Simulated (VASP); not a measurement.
# NaF (Fm-3m) in VASP: a series of runs

The runs below take NaF through single point, with PBE, BLYP, revPBE, LDA.

Everything below comes from runs of VASP 6.6.1. Logs are shortened: lines on timing, memory, paths and dates and some standing lists are left out, and cuts for length are marked.

**1. The cell of the first run**

It takes space group Fm-3m (No. 225, cubic). The conventional cell has a = 4.572 Å, b = 4.572 Å, c = 4.572 Å, α = 90.00°, β = 90.00°, γ = 90.00°. Within 3.0 Å of Na (site symmetry m-3m) lie 6 F at 2.29 Å. F (site symmetry m-3m) has 6 Na at 2.29 Å within 3.0 Å.

**2. Single point, PBE**

Contents of INCAR:

```
SYSTEM = NaF
  PREC = Accurate
  ENCUT = 520
  EDIFF = 1E-6
  ISMEAR = 0
  SIGMA = 0.01
  LREAL = .False.
  LASPH = .True.
  NELM = 100
  ALGO = Normal
  ISIF = 2
  LWAVE = .False.
  LCHARG = .True.
  GGA = PE
  LELF = .True.
  LVHAR = .True.
  ISYM = 0
  NBANDS = 14
```

Contents of KPOINTS:

```
regular mesh
0
Gamma
  9 3 9
  0 0 0
```

Contents of POSCAR:

```
NaF
1.0
    0.0000000000      2.2858943317      2.2858943317
    2.2858943317      0.0000000000      2.2858943317
    2.2858943317      2.2858943317      0.0000000000
Na F
1 1
Direct
    0.0950000000      0.3730000000      0.4470000000
    0.5950000000      0.8730000000      0.9470000000
```

Potentials or basis: VASP PAW PBE potentials, release 64 (Na_pv, F).

Command:

```sh
$ cat potpaw_PBE.64/Na_pv/POTCAR potpaw_PBE.64/F/POTCAR > POTCAR
$ mpirun -np 1 vasp_std > vasp.out
```

OUTCAR:

```text
SYSTEM = NaF
   PREC = Accurate
   ENCUT = 520
   EDIFF = 1E-6
   ISMEAR = 0
   LREAL = .False.
   LASPH = .True.
   NELM = 100
   ISIF = 2
   GGA = PE
   ISYM = 0

 ion  position               nearest neighbor table
   1  0.095  0.373  0.447-   2 2.29   2 2.29   2 2.29   2 2.29   2 2.29   2 2.29
   2  0.595  0.873  0.947-   1 2.29   1 2.29   1 2.29   1 2.29   1 2.29   1 2.29

IMPORTANT INFORMATION: All symmetrisations will be switched off!
NOSYMM: (Re-)initialisation of all symmetry stuff for point group C_1.

----------------------------------------------------------------------------------------

                                     Primitive cell

  volume of cell :      23.8890

  direct lattice vectors                    reciprocal lattice vectors
     0.000000000  2.285894332  2.285894332    -0.218732770  0.218732770  0.218732770
     2.285894332  0.000000000  2.285894332     0.218732770 -0.218732770  0.218732770
     2.285894332  2.285894332  0.000000000     0.218732770  0.218732770 -0.218732770

  length of vectors
     3.232742766  3.232742766  3.232742766     0.378856272  0.378856272  0.378856272

  position of ions in fractional coordinates (direct lattice)
     0.095000000  0.373000000  0.447000000
     0.595000000  0.873000000  0.947000000

  ion indices of the primitive-cell ions
   primitive index   ion index
                 1           1
                 2           2

----------------------------------------------------------------------------------------

 KPOINTS: regular mesh

Automatic generation of k-mesh.
 Grid dimensions read from file:
 generate k-points for:    9    3    9

 Generating k-lattice:

  Cartesian coordinates                     Fractional coordinates (reciprocal lattice)
    -0.024303641  0.024303641  0.024303641     0.111111111  0.000000000  0.000000000
     0.072910923 -0.072910923  0.072910923     0.000000000  0.333333333  0.000000000
     0.024303641  0.024303641 -0.024303641     0.000000000  0.000000000  0.111111111

  Length of vectors
     0.042095141  0.126285424  0.042095141

  Shift w.r.t. Gamma in fractional coordinates (k-lattice)
     0.000000000  0.000000000  0.000000000

 -----------------------------------------------------------------------------
|                                                                             |
|           W    W    AA    RRRRR   N    N  II  N    N   GGGG   !!!           |
|           W    W   A  A   R    R  NN   N  II  NN   N  G    G  !!!           |
|           W    W  A    A  R    R  N N  N  II  N N  N  G       !!!           |
|           W WW W  AAAAAA  RRRRR   N  N N  II  N  N N  G  GGG   !            |
|           WW  WW  A    A  R   R   N   NN  II  N   NN  G    G                |
|           W    W  A    A  R    R  N    N  II  N    N   GGGG   !!!           |
|                                                                             |
|     Your reciprocal lattice and k-lattice belong to different lattice       |
|     classes:                                                                |
|                                                                             |
|        The reciprocal lattice is body-centered cubic,                       |
|        whereas your k-lattice is face-centered orthorhombic.                |
|                                                                             |
|     Results are often still useful ...                                      |
|                                                                             |
 -----------------------------------------------------------------------------

 WARNING: IBZKPT: internal override: KBLOWUP is changed to .FALSE.
      ... skipping the blow-up phase ...

 Subroutine IBZKPT returns following result:
 ===========================================

 Found    122 irreducible k-points:

 Following reciprocal coordinates:
            Coordinates               Weight
  0.000000  0.000000  0.000000      1.000000
  0.111111  0.000000  0.000000      2.000000
  0.222222  0.000000  0.000000      2.000000
  0.333333  0.000000  0.000000      2.000000
  0.444444  0.000000  0.000000      2.000000
  0.000000  0.333333  0.000000      2.000000
[... 16 lines left out ...]
 -0.111111  0.000000  0.111111      2.000000
  0.000000  0.333333  0.111111      2.000000
 [... further k-points ...]
   k-points           NKPTS =    122   k-points in BZ     NKDIM =    122   number of bands    NBANDS=     14
   number of dos      NEDOS =    301   number of ions     NIONS =      2
   total plane-waves  NPLWV =  13824
   dimension x,y,z NGX =    24 NGY =   24 NGZ =   24
   dimension x,y,z NGXF=    48 NGYF=   48 NGZF=   48
   ions per type =               1   1
   NGX,Y,Z   is equivalent  to a cutoff of  12.34, 12.34, 12.34 a.u.
   NGXF,Y,Z  is equivalent  to a cutoff of  24.68, 24.68, 24.68 a.u.
 SYSTEM =  NaF
   PREC   = accura    normal or accurate (medium, high low for compatibility)
   ISTART =      0    job   : 0-new  1-cont  2-samecut
   ICHARG =      2    charge: 1-file 2-atom 10-const
   ISPIN  =      1    spin polarized calculation?
   LNONCOLLINEAR =      F non collinear calculations
   LSORBIT =      F    spin-orbit coupling
   LASPH  =      T    aspherical Exc in radial PAW
   ENCUT  =  520.0 eV  38.22 Ry    6.18 a.u.   6.01  6.01  6.01*2*pi/ulx,y,z
   NELM   =    100;   NELMIN=  2; NELMDL= -5     # of ELM steps
   EDIFF  = 0.1E-05   stopping-criterion for ELM
   LREAL  =      F    real-space projection
   EDIFFG = 0.1E-04   stopping-criterion for IOM
   NSW    =      0    number of steps for IOM
   IBRION =     -1    ionic relax: 0-MD 1-quasi-New 2-CG
   NFREE  =      0    steps in history (QN), initial steepest desc. (CG)
   ISIF   =      2    stress and relaxation
   ISYM   =      0    0-nonsym 1-usesym 2-fastsym
   POTIM  = 0.5000    time-step for ionic-motion
   TEBEG  =    0.0;   TEEND  =   0.0 temperature during run
   PSTRESS=    0.0 pullay stress
   NELECT =      14.0000    total number of electrons
   NUPDOWN=      -1.0000    fix difference up-down
   EMIN   =  10.00;   EMAX   =-10.00  energy-range for DOS
   EFERMI =   0.00;   METHOD = LEGACY
   ISMEAR =     0;   SIGMA  =   0.01  broadening in eV -4-tet -1-fermi 0-gaus
   EFERMI_NEDOS =   21; number of points for ismear=-14 and -15
   IALGO  =     38    algorithm
   IMIX   =      4    mixing-type and parameters
     AMIX     =   0.40;   BMIX     =  1.00
     AMIX_MAG =   1.60;   BMIX_MAG =  1.00
  volume/ion in A,a.u.               =      11.94        80.61
  Fermi-wavevector in a.u.,A,eV,Ry     =   1.369992  2.588909 25.536476  1.876878
  Thomas-Fermi vector in A             =   2.495818
   LORBIT       =      0    0 simple, 1 ext, 2 COOP (PROOUT), +10 PAW based schemes
   GGA     = PE    functional components
   LHFCALC =     F    Hartree Fock is set to
   AEXX    =    0.0000 exact exchange contribution
   IVDW    =     0    specifies the selected vdW correction
   LEPSILON=     F    determine dielectric tensor
   LRPA    =     F    only Hartree local field effects (RPA)
 non-spin polarized calculation
 Gauss-broadening in eV      SIGMA  =   0.01
  energy-cutoff  :      520.00
  volume of cell :       23.89
 maximum number of plane-waves:       652
   NGX = 13   NGY = 13   NGZ = 13

 number of electron      14.0000000 magnetization

 Free energy of the ion-electron system (eV)
  ---------------------------------------------------
  ext. energy  EPLUGINS =         0.00000000
  ---------------------------------------------------
  free energy    TOTEN  =        -8.53907232 eV

  energy without entropy =       -8.53907232  energy(sigma->0) =       -8.53907232

 E-fermi :  -1.8418     XC(G=0):  -9.3500

 val. band max:       -1.8996055878   @ k =   0.0000   0.0000   0.0000
 cond. band min:       4.6227053895   @ k =   0.0000   0.0000   0.0000
 fundamental gap:      6.5223109773
 Fermi energy:        -1.8417785005

 k-point     1 :       0.0000    0.0000    0.0000
  band No.  band energies     occupation
      1     -21.1445      2.00000
      2     -20.7303      2.00000
      3     -20.7301      2.00000
      4     -20.7301      2.00000
      5      -1.9001      2.00000
      6      -1.9001      2.00000
      7      -1.8996      2.00000
      8       4.6227      0.00000
      9      17.3655      0.00000
     10      17.3655      0.00000
     11      17.3664      0.00000
     12      20.3130      0.00000
     13      22.5359      0.00000
     14      22.5362      0.00000

 k-point     2 :       0.1111    0.0000    0.0000
  band No.  band energies     occupation
      1     -21.2874      2.00000
      2     -20.7317      2.00000
      3     -20.7317      2.00000
      4     -20.5691      2.00000
      5      -2.1517      2.00000
      6      -1.9332      2.00000
      7      -1.9326      2.00000
      8       5.0728      0.00000
      9      15.8682      0.00000
     10      17.5703      0.00000
     11      17.5709      0.00000
     12      22.0244      0.00000
     13      22.0821      0.00000
     14      22.0823      0.00000

 k-point     3 :       0.2222    0.0000    0.0000
  band No.  band energies     occupation
      1     -21.4959      2.00000
      2     -20.7357      2.00000
      3     -20.7356      2.00000
      4     -20.3148      2.00000
      5      -2.7016      2.00000
      6      -2.0158      2.00000
      7      -2.0153      2.00000
      8       6.1955      0.00000
      9      13.9462      0.00000
     10      18.0670      0.00000
     11      18.0676      0.00000
     12      21.4436      0.00000
     13      21.4437      0.00000
     14      23.1267      0.00000
[... 324 lines left out ...]
 k-point    23 :      -0.1111    0.0000    0.1111
  band No.  band energies     occupation
      1     -21.4094      2.00000
      2     -20.7446      2.00000
      3     -20.7303      2.00000
      4     -20.4153      2.00000
      5      -2.4563      2.00000
      6      -2.0188      2.00000
      7      -1.9733      2.00000
      8       5.7372      0.00000
      9      14.7068      0.00000
     10      17.4467      0.00000
     11      18.0695      0.00000
     12      21.0018      0.00000
     13      22.1173      0.00000
     14      23.5344      0.00000

 k-point    24 :       0.0000    0.3333    0.1111
  band No.  band energies     occupation
      1     -21.5791      2.00000
      2     -20.7493      2.00000
      3     -20.7456      2.00000
      4     -20.1838      2.00000
      5      -3.0645      2.00000
      6      -2.1434      2.00000
      7      -2.1171      2.00000
      8       7.4043      0.00000
      9      12.7873      0.00000
     10      17.9192      0.00000
     11      18.1406      0.00000
     12      19.6858      0.00000
     13      22.5280      0.00000
     14      24.3072      0.00000

 [... further k-points ...]
[... 5 lines left out ...]
  --------------------------------------------------------------------------------------
  -------------------------------------------------------------------------------------
  Total        0.6658165      0.6615715      0.6657867      0.0000370      0.0000305      0.0055845
  in kB       44.6546497     44.3699492     44.6526537      0.0024788      0.0020443      0.3745373
  external PRESSURE =      44.5590842 kB  Pullay stress =       0.0000000 kB

 VOLUME and BASIS-vectors are now :
 -----------------------------------------------------------------------------
  energy-cutoff  :      520.00
  volume of cell :       23.89
      direct lattice vectors                 reciprocal lattice vectors
     0.000000000  2.285894332  2.285894332    -0.218732770  0.218732770  0.218732770
     2.285894332  0.000000000  2.285894332     0.218732770 -0.218732770  0.218732770
     2.285894332  2.285894332  0.000000000     0.218732770  0.218732770 -0.218732770

 POSITION                                       TOTAL-FORCE (eV/Angst)
 -----------------------------------------------------------------------------------
      1.87443      1.23895      1.06980        -0.000113     -0.000009     -0.000201
      4.16033      3.52485      3.35569         0.000113      0.000009      0.000201
 -----------------------------------------------------------------------------------
    total drift:                               -0.000208      0.000008     -0.000383

  FREE ENERGIE OF THE ION-ELECTRON SYSTEM (eV)
  ---------------------------------------------------
  free  energy   TOTEN  =        -8.5390723190 eV

  energy  without entropy=       -8.5390723190  energy(sigma->0) =       -8.53907232
```

Wall time 15 s (1 thread of Intel Xeon Platinum 8488C (Sapphire Rapids), shared host); peak memory 0.15 GiB.

What came out:

* Free energy: -8.5391 eV
* Pressure: 4.5 GPa
* Band gap on the k mesh: 6.52 eV, direct

Caveat: the k points lie up to 0.79 Å⁻¹ apart. Expect the measured gap to be larger: semilocal functionals such as PBE lack the derivative discontinuity.

**3. Single point, BLYP**

Contents of INCAR:

```
  PREC = Accurate
  ENCUT = 600
  EDIFF = 1E-6
  ISMEAR = 0
  SIGMA = 0.01
  LREAL = F
  LASPH = T
  NELM = 120
  ALGO = Normal
  ISIF = 2
  LWAVE = F
  LCHARG = F
  GGA = B5
  ALDAX = 1.0
  AGGAX = 1.0
  AGGAC = 1.0
  ALDAC = 0.0
  NBANDS = 14
  ISYM = 0
  GGA_COMPAT = F
```

Contents of KPOINTS:

```
regular mesh
0
Gamma
  1 4 9
```

Contents of POSCAR:

```
NaF
1.0
    0.0000000000      2.2858943317      2.2858943317
    2.2858943317      0.0000000000      2.2858943317
    2.2858943317      2.2858943317      0.0000000000
Na F
1 1
Direct
    0.0000000000      0.0000000000      0.0000000000
    0.5000000000      0.5000000000      0.5000000000
```

Potentials or basis: VASP PAW PBE potentials, release 64 (Na_pv, F).

Command:

```sh
$ cat potpaw_PBE.64/Na_pv/POTCAR potpaw_PBE.64/F/POTCAR > POTCAR
$ mpirun -np 1 vasp_std > vasp.out
```

Wall time 9.8 s (1 thread of Intel Xeon Platinum 8488C (Sapphire Rapids), shared host); peak memory 0.14 GiB.

The run converged, but its numbers aren't listed here, since they failed a check.

Caveat: the k points lie up to 2.38 Å⁻¹ apart; the PAW data sets were made with another functional, which shifts forces and pressure a little.

**4. Single point, revPBE**

This run uses another cell than the first one, of 9.45 Å³/atom, 0.791 times its volume.

Contents of INCAR:

```
SYSTEM = NaF
  PREC = Accurate
  ENCUT = 600
  EDIFF = 1E-6
  ISMEAR = -1
  SIGMA = 0.2585199978643553
  LREAL = .False.
  LASPH = .True.
  NELM = 120
  ALGO = Normal
  ISIF = 2
  LWAVE = .False.
  LCHARG = .False.
  GGA = RE
  NBANDS = 14
  GGA_COMPAT = .False.
```

Contents of KPOINTS:

```
Automatic mesh
0
Gamma
  8 8 8
  0 0 0
```

Contents of POSCAR:

```
NaF
1.0
    0.0000000000      2.1140486557      2.1140486557
    2.1140486557      0.0000000000      2.1140486557
    2.1140486557      2.1140486557      0.0000000000
Na F
1 1
Direct
    0.0000000000      0.0000000000      0.0000000000
    0.5000000000      0.5000000000      0.5000000000
```

Command:

```sh
$ cat potpaw_PBE.64/Na_pv/POTCAR potpaw_PBE.64/F/POTCAR > POTCAR
$ mpirun -np 1 vasp_std > vasp.out
```

It took 4.8 s on 1 thread of Intel Xeon Platinum 8488C (Sapphire Rapids), shared host; peak memory 0.13 GiB.

It converged, with:

| Property | Result |
| --- | --- |
| Free energy | -7.5133 eV |
| Pressure | 34.5 GPa |
| Band gap on the k mesh | 8.34 eV, direct |

Levels at points of the mesh, in eV from the valence-band top:
```tsv
k point	band 3	band 4	band 5	band 6	band 7	band 8	band 9	band 10	band 11	band 12
(0.00, 0.00, 0.00)	-18.28	-18.28	0.00	0.00	0.00	8.34	21.20	21.20	21.20	24.76
(0.50, 0.00, 0.00)	-18.31	-17.40	-2.24	-0.43	-0.43	12.89	15.27	23.52	23.52	26.70
(0.50, 0.50, 0.00)	-18.41	-18.41	-1.69	-0.54	-0.54	14.44	15.93	16.90	23.98	23.98
```

Caveat: the PAW data sets were made with another functional, which shifts forces and pressure a little.

(Part 1 of 2 ends here.)
